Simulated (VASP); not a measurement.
NaF:

```xyz
2
Lattice="0.0000 2.2859 2.2859 2.2859 0.0000 2.2859 2.2859 2.2859 0.0000" Properties=species:S:1:pos:R:3 pbc="T T T"
Na    0.0000    0.0000    0.0000
F     2.2859    2.2859    2.2859
```

Program: VASP 6.6.1. Alike in all runs: task single point; potentials or basis VASP PAW PBE potentials, release 64 (Na_pv, F); cell as given; cutoff (eV) 600.

Q: Order these runs on this cell by their band gap on the k mesh, lowest first.
A. level RPBE; spin off; k mesh 8 × 8 × 8; smearing methfessel-paxton 0.1 eV
B. level PBEsol; spin collinear, zero start; k mesh 8 × 8 × 8; smearing gaussian 0.01 eV
C. level PBE; spin off; k mesh 4 × 4 × 4, shifted; smearing gaussian 0.1 eV

A: B (6.38 eV), A (6.85 eV), C (7.33 eV).

Caveats: some runs use coarse meshes; a shifted mesh leaves out Γ, where band edges can lie (at least some runs).

A k mesh can miss the band edges.
